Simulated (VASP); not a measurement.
# Ti3C2 (P6_3/mmc) in VASP: a series of runs

Runs on Ti3C2. Level: r2SCAN. Tasks: single point.

Program: VASP 6.6.1. These are calculated values, not measurements. Logs are shortened: lines on timing, memory, paths and dates and some standing lists are left out, and cuts for length are marked.

## (1) The cell of the first run

The structure is hexagonal, space group P6_3/mmc (No. 194). The conventional cell has a = 3.092 Å, b = 3.092 Å, c = 15.242 Å, α = 90.00°, β = 90.00°, γ = 120.00°. Ti (site symmetry 3m) has 3 C at 2.08 Å and 10 Ti at 2.86 to 3.09 Å within 3.1 Å. Within 3.1 Å of Ti (site symmetry -3m) lie 6 C at 2.21 Å and 12 Ti at 2.97 to 3.09 Å. C (site symmetry 3m) has 6 Ti at 2.08 to 2.21 Å within 2.8 Å.

## (2) Single point, r2SCAN

File POSCAR:

```
Ti3C2
1.0
    3.0919449510      0.0000000000      0.0000000000
   -1.5459724755      2.6777094251      0.0000000000
    0.0000000000      0.0000000000     15.2420907899
Ti C
6 4
Direct
    0.3333333333      0.6666666667      0.8438800000
    0.6666666667      0.3333333333      0.3438800000
    0.6666666667      0.3333333333      0.1561200000
    0.3333333333      0.6666666667      0.6561200000
    0.0000000000      0.0000000000      0.0000000000
    0.0000000000      0.0000000000      0.5000000000
    0.6666666667      0.3333333333      0.9141000000
    0.3333333333      0.6666666667      0.4141000000
    0.6666666667      0.3333333333      0.5859000000
    0.3333333333      0.6666666667      0.0859000000
```

File INCAR.step1:

```
PREC     = Accurate       # precision mode
ENCUT    = 520            # plane-wave cutoff, eV
ISMEAR   = -1             # smearing method
SIGMA    = 0.1            # smearing width, eV
LREAL    = F              # projectors in reciprocal space
LASPH    = T              # aspherical terms in the spheres
NELM     = 100            # most SCF steps
NBANDS   = 55             # bands
GGA      = PE             # functional
ALGO     = Normal         # electronic algorithm
EDIFF    = 1E-4           # SCF threshold, eV
LWAVE    = T              # write WAVECAR
LCHARG   = F              # write CHGCAR
```

File INCAR.step2:

```
PREC     = Accurate       # precision mode
ENCUT    = 520            # plane-wave cutoff, eV
EDIFF    = 1E-7           # SCF threshold, eV
ISMEAR   = -1             # smearing method
SIGMA    = 0.1            # smearing width, eV
LREAL    = F              # projectors in reciprocal space
LASPH    = T              # aspherical terms in the spheres
NELM     = 100            # most SCF steps
ALGO     = Normal         # electronic algorithm
ISIF     = 2              # what is computed and relaxed
LWAVE    = F              # write WAVECAR
LCHARG   = T              # write CHGCAR
METAGGA  = R2SCAN         # meta-GGA
LMIXTAU  = T            
LELF     = T              # ELF
LVHAR    = T            
NBANDS   = 55             # bands
ISTART   = 1
```

File KPOINTS:

```
Automatic mesh
0
Gamma
  10 10 2
```

Potentials or basis: VASP PAW PBE potentials, release 64 (Ti_sv, C).

On the command line:

```
$ cat potpaw_PBE.64/Ti_sv/POTCAR potpaw_PBE.64/C/POTCAR > POTCAR
$ cp INCAR.step1 INCAR
$ mpirun -np 1 vasp_std > vasp.out
$ cp INCAR.step2 INCAR
$ mpirun -np 1 vasp_std > vasp.out
```

OUTCAR:

```text
PREC = Accurate
   ENCUT = 520
   EDIFF = 1E-7
   ISMEAR = -1
   LREAL = F
   LASPH = T
   NELM = 100
   ISIF = 2
   METAGGA = R2SCAN
   ISTART = 1

 ion  position               nearest neighbor table
   1  0.333  0.667  0.844-   7 2.08   7 2.08   7 2.08   4 2.86
   2  0.667  0.333  0.344-   8 2.08   8 2.08   8 2.08   3 2.86
   3  0.667  0.333  0.156-  10 2.08  10 2.08  10 2.08   2 2.86
   4  0.333  0.667  0.656-   9 2.08   9 2.08   9 2.08   1 2.86
   5  0.000  0.000  0.000-   7 2.21  10 2.21   7 2.21  10 2.21   7 2.21  10 2.21
   6  0.000  0.000  0.500-   8 2.21   9 2.21   9 2.21   8 2.21   9 2.21   8 2.21
   7  0.667  0.333  0.914-   1 2.08   1 2.08   1 2.08   5 2.21   5 2.21   5 2.21
   8  0.333  0.667  0.414-   2 2.08   2 2.08   2 2.08   6 2.21   6 2.21   6 2.21
   9  0.667  0.333  0.586-   4 2.08   4 2.08   4 2.08   6 2.21   6 2.21   6 2.21
  10  0.333  0.667  0.086-   3 2.08   3 2.08   3 2.08   5 2.21   5 2.21   5 2.21

  LATTYP: Found a hexagonal cell.
 ALAT       =     3.0919449510
 C/A-ratio  =     4.9296126003

  Lattice vectors:

 A1 = (   3.0919449510,   0.0000000000,   0.0000000000)
 A2 = (  -1.5459724755,   2.6777094251,   0.0000000000)
 A3 = (   0.0000000000,   0.0000000000,  15.2420907899)

Analysis of symmetry for initial positions (statically):
=====================================================================
 Subroutine PRICEL returns:
 Original cell was already a primitive cell.

 Routine SETGRP: Setting up the symmetry group for a
 hexagonal supercell.

 Subroutine GETGRP returns: Found 24 space group operations
 (whereof 12 operations were pure point group operations)
 out of a pool of 24 trial point group operations.

The static configuration has the point symmetry D_3d.
 The point group associated with its full space group is D_6h.

Analysis of symmetry for dynamics (positions and initial velocities):
=====================================================================
 Subroutine PRICEL returns:
 Original cell was already a primitive cell.

 Routine SETGRP: Setting up the symmetry group for a
 hexagonal supercell.

 Subroutine GETGRP returns: Found 24 space group operations
 (whereof 12 operations were pure point group operations)
 out of a pool of 24 trial point group operations.

The dynamic configuration has the point symmetry D_3d.
 The point group associated with its full space group is D_6h.

 Subroutine INISYM returns: Found 24 space group operations
 (whereof 12 operations are pure point group operations),
 and found     1 'primitive' translations

----------------------------------------------------------------------------------------

                                     Primitive cell

  volume of cell :     126.1943

  direct lattice vectors                    reciprocal lattice vectors
     3.091944951  0.000000000  0.000000000     0.323421023  0.186726758  0.000000000
    -1.545972475  2.677709425  0.000000000     0.000000000  0.373453516  0.000000000
     0.000000000  0.000000000 15.242090790     0.000000000  0.000000000  0.065607797

  length of vectors
     3.091944951  3.091950624 15.242090790     0.373454201  0.373453516  0.065607797

  position of ions in fractional coordinates (direct lattice)
     0.333333333  0.666666667  0.843880000
     0.666666667  0.333333333  0.343880000
     0.666666667  0.333333333  0.156120000
     0.333333333  0.666666667  0.656120000
     0.000000000  0.000000000  0.000000000
     0.000000000  0.000000000  0.500000000
     0.666666667  0.333333333  0.914100000
     0.333333333  0.666666667  0.414100000
     0.666666667  0.333333333  0.585900000
     0.333333333  0.666666667  0.085900000

  ion indices of the primitive-cell ions
   primitive index   ion index
                 1           1
                 2           2
                 3           3
                 4           4
                 5           5
                 6           6
                 7           7
                 8           8
                 9           9
                10          10

----------------------------------------------------------------------------------------

 KPOINTS: Automatic mesh

Automatic generation of k-mesh.
 Grid dimensions read from file:
 generate k-points for:   10   10    2

 Generating k-lattice:

  Cartesian coordinates                     Fractional coordinates (reciprocal lattice)
     0.032342102  0.018672676  0.000000000     0.100000000  0.000000000  0.000000000
     0.000000000  0.037345352  0.000000000     0.000000000  0.100000000  0.000000000
     0.000000000  0.000000000  0.032803899     0.000000000  0.000000000  0.500000000

  Length of vectors
     0.037345420  0.037345352  0.032803899

  Shift w.r.t. Gamma in fractional coordinates (k-lattice)
     0.000000000  0.000000000  0.000000000

 Subroutine IBZKPT returns following result:
 ===========================================

 Found     28 irreducible k-points:

 Following reciprocal coordinates:
            Coordinates               Weight
  0.000000  0.000000  0.000000      1.000000
  0.100000  0.000000  0.000000      6.000000
  0.200000  0.000000  0.000000      6.000000
  0.300000  0.000000  0.000000      6.000000
  0.400000  0.000000  0.000000      6.000000
  0.500000  0.000000  0.000000      3.000000
[... 16 lines left out ...]
  0.300000  0.100000  0.500000     12.000000
  0.400000  0.100000  0.500000     12.000000
 [... further k-points ...]
   k-points           NKPTS =     28   k-points in BZ     NKDIM =     28   number of bands    NBANDS=     55
   number of dos      NEDOS =    301   number of ions     NIONS =     10
   total plane-waves  NPLWV =  69120
   dimension x,y,z NGX =    24 NGY =   24 NGZ =  120
   dimension x,y,z NGXF=    48 NGYF=   48 NGZF=  240
   ions per type =               6   4
   NGX,Y,Z   is equivalent  to a cutoff of  12.90, 12.90, 13.09 a.u.
   NGXF,Y,Z  is equivalent  to a cutoff of  25.81, 25.81, 26.18 a.u.
 SYSTEM =  unknown system
   PREC   = accura    normal or accurate (medium, high low for compatibility)
   ISTART =      1    job   : 0-new  1-cont  2-samecut
   ICHARG =      0    charge: 1-file 2-atom 10-const
   ISPIN  =      1    spin polarized calculation?
   LNONCOLLINEAR =      F non collinear calculations
   LSORBIT =      F    spin-orbit coupling
   LASPH  =      T    aspherical Exc in radial PAW
   ENCUT  =  520.0 eV  38.22 Ry    6.18 a.u.   5.75  5.75 28.34*2*pi/ulx,y,z
   NELM   =    100;   NELMIN=  2; NELMDL=  0     # of ELM steps
   EDIFF  = 0.1E-06   stopping-criterion for ELM
   LREAL  =      F    real-space projection
   EDIFFG = 0.1E-05   stopping-criterion for IOM
   NSW    =      0    number of steps for IOM
   IBRION =     -1    ionic relax: 0-MD 1-quasi-New 2-CG
   NFREE  =      0    steps in history (QN), initial steepest desc. (CG)
   ISIF   =      2    stress and relaxation
   ISYM   =      2    0-nonsym 1-usesym 2-fastsym
   POTIM  = 0.5000    time-step for ionic-motion
   TEBEG  =    0.0;   TEEND  =   0.0 temperature during run
   PSTRESS=    0.0 pullay stress
   NELECT =      88.0000    total number of electrons
   NUPDOWN=      -1.0000    fix difference up-down
   EMIN   =  10.00;   EMAX   =-10.00  energy-range for DOS
   EFERMI =   0.00;   METHOD = LEGACY
   ISMEAR =    -1;   SIGMA  =   0.10  broadening in eV -4-tet -1-fermi 0-gaus
   EFERMI_NEDOS =   21; number of points for ismear=-14 and -15
   IALGO  =     38    algorithm
   IMIX   =      4    mixing-type and parameters
     AMIX     =   0.40;   BMIX     =  1.00
     AMIX_MAG =   1.60;   BMIX_MAG =  1.00
  volume/ion in A,a.u.               =      12.62        85.16
  Fermi-wavevector in a.u.,A,eV,Ry     =   1.451741  2.743393 28.674985  2.107552
  Thomas-Fermi vector in A             =   2.569203
   LORBIT       =      0    0 simple, 1 ext, 2 COOP (PROOUT), +10 PAW based schemes
   METAGGA = R2SCAN    functional components
   LHFCALC =     F    Hartree Fock is set to
   AEXX    =    0.0000 exact exchange contribution
   IVDW    =     0    specifies the selected vdW correction
   LEPSILON=     F    determine dielectric tensor
   LRPA    =     F    only Hartree local field effects (RPA)
 non-spin polarized calculation
  energy-cutoff  :      520.00
  volume of cell :      126.19
 maximum number of plane-waves:      3448
 NGX is ok and might be reduce to    24
   NGX = 11   NGY = 11   NGZ = 57

 number of electron      87.9999977 magnetization

 Free energy of the ion-electron system (eV)
  ---------------------------------------------------
  ext. energy  EPLUGINS =         0.00000000
  ---------------------------------------------------
  free energy    TOTEN  =      -125.65232264 eV

  energy without entropy =     -125.54514277  energy(sigma->0) =     -125.59873270

 E-fermi :   8.5161     XC(G=0): -12.6576

 val. band max:        8.4795542128   @ k =   0.2000   0.2000   0.5000
 cond. band min:       8.5303060919   @ k =   0.1000   0.1000   0.0000
 fundamental gap:      0.0507518791
 Fermi energy:         8.5161350308

 k-point     1 :       0.0000    0.0000    0.0000
  band No.  band energies     occupation
      1     -50.9364      2.00000
      2     -50.9264      2.00000
      3     -50.9135      2.00000
      4     -50.9015      2.00000
      5     -50.7890      2.00000
      6     -50.7869      2.00000
[... 47 lines left out ...]
     54      10.0920      0.00000
     55      10.3524      0.00000

 k-point     2 :       0.1000    0.0000    0.0000
  band No.  band energies     occupation
      1     -50.9314      2.00000
      2     -50.9222      2.00000
      3     -50.9085      2.00000
      4     -50.8973      2.00000
      5     -50.7856      2.00000
      6     -50.7837      2.00000
[... 47 lines left out ...]
     54      10.0573      0.00000
     55      10.4144      0.00000

 k-point     3 :       0.2000    0.0000    0.0000
  band No.  band energies     occupation
      1     -50.9183      2.00000
      2     -50.9112      2.00000
      3     -50.8952      2.00000
      4     -50.8865      2.00000
      5     -50.7769      2.00000
      6     -50.7753      2.00000
[... 1152 lines left out ...]
 k-point    23 :       0.3000    0.1000    0.5000
  band No.  band energies     occupation
      1     -50.8913      2.00000
      2     -50.8913      2.00000
      3     -50.8673      2.00000
      4     -50.8673      2.00000
      5     -50.7598      2.00000
      6     -50.7598      2.00000
[... 47 lines left out ...]
     54      10.9784      0.00000
     55      11.1927      0.00000

 k-point    24 :       0.4000    0.1000    0.5000
  band No.  band energies     occupation
      1     -50.8828      2.00000
      2     -50.8828      2.00000
      3     -50.8588      2.00000
      4     -50.8588      2.00000
      5     -50.7541      2.00000
      6     -50.7541      2.00000
[... 47 lines left out ...]
     54      11.2529      0.00000
     55      11.4253      0.00000

 [... further k-points ...]

------------------------ aborting loop because EDIFF is reached ----------------------------------------

  FORCE on cell =-STRESS in cart. coord.  units (eV):
  Direction    XX          YY          ZZ          XY          YZ          ZX
  --------------------------------------------------------------------------------------
  -------------------------------------------------------------------------------------
  Total       -3.7562783     -3.7562967     -3.3145670      0.0000000      0.0000000      0.0000000
  in kB      -47.6901403    -47.6903736    -42.0821223      0.0000000      0.0000000      0.0000000
  external PRESSURE =     -45.8208787 kB  Pullay stress =       0.0000000 kB

 VOLUME and BASIS-vectors are now :
 -----------------------------------------------------------------------------
  energy-cutoff  :      520.00
  volume of cell :      126.19
      direct lattice vectors                 reciprocal lattice vectors
     3.091944951  0.000000000  0.000000000     0.323421023  0.186726758  0.000000000
    -1.545972475  2.677709425  0.000000000     0.000000000  0.373453516  0.000000000
     0.000000000  0.000000000 15.242090790     0.000000000  0.000000000  0.065607797

 POSITION                                       TOTAL-FORCE (eV/Angst)
 -----------------------------------------------------------------------------------
     -0.00000      1.78514     12.86250         0.000000     -0.000000      0.335245
      1.54597      0.89257      5.24145        -0.000000     -0.000000      0.335245
      1.54597      0.89257      2.37960        -0.000000      0.000000     -0.335245
     -0.00000      1.78514     10.00064         0.000000      0.000000     -0.335245
      0.00000      0.00000      0.00000         0.000000      0.000000     -0.000000
      0.00000      0.00000      7.62105         0.000000      0.000000     -0.000000
      1.54597      0.89257     13.93280         0.000000     -0.000000     -0.068335
     -0.00000      1.78514      6.31175        -0.000000      0.000000     -0.068335
      1.54597      0.89257      8.93034         0.000000     -0.000000      0.068335
     -0.00000      1.78514      1.30930        -0.000000     -0.000000      0.068335
 -----------------------------------------------------------------------------------
    total drift:                                0.000000     -0.000000      0.000000

  FREE ENERGIE OF THE ION-ELECTRON SYSTEM (eV)
  ---------------------------------------------------
  free  energy   TOTEN  =      -125.6523226360 eV

  energy  without entropy=     -125.5451427738  energy(sigma->0) =     -125.59873270
```

It took 9.2 min on 1 thread of Intel Xeon 6975P-C (Granite Rapids), shared host; peak memory 0.35 GiB.

What came out:

```yaml
Free_energy: -125.6523 eV
Pressure: -4.6 GPa
Largest_force: 0.335 eV/Å
Band_gap_on_the_k_mesh: zero (bands 44 and 45 overlap by 0.63 eV)
```

Forces in eV/Å, atoms in the order of the input:
```
Ti   0.000  0.000  0.335
Ti   0.000  0.000  0.335
Ti   0.000  0.000 -0.335
Ti   0.000  0.000 -0.335
Ti   0.000  0.000  0.000
Ti   0.000  0.000  0.000
C    0.000  0.000 -0.068
C    0.000  0.000 -0.068
C    0.000  0.000  0.068
C    0.000  0.000  0.068
```

Stress tensor (GPa, compression positive):
```
-4.77  0.00  0.00
 0.00 -4.77  0.00
 0.00  0.00 -4.21
```

Levels at points of the mesh, in eV from the Fermi level:
| k point | band 40 | band 41 | band 42 | band 43 | band 44 | band 45 | band 46 | band 47 | band 48 | band 49 |
| --- | --- | --- | --- | --- | --- | --- | --- | --- | --- | --- |
| (0.00, 0.00, 0.00) | -1.94 | -1.94 | -1.78 | 0.32 | 0.47 | 0.47 | 0.59 | 0.60 | 0.60 | 1.34 |
| (0.50, 0.00, 0.00) | -2.06 | -1.84 | -1.60 | -1.32 | -1.29 | 0.35 | 0.60 | 1.86 | 2.01 | 2.11 |
| (0.00, 0.00, 0.50) | -1.99 | -1.96 | -1.96 | 0.45 | 0.45 | 0.53 | 0.53 | 0.53 | 0.53 | 1.39 |
| (0.50, 0.00, 0.50) | -2.13 | -1.73 | -1.73 | -1.30 | -1.30 | 0.47 | 0.47 | 1.97 | 1.97 | 2.20 |

Caveat: the cell stands under tension; the PAW data sets were made with another functional, which shifts forces and pressure a little.

(Part 1 of 4 ends here.)

The gap in the log of VASP goes by the Fermi energy; the results here count the filled bands.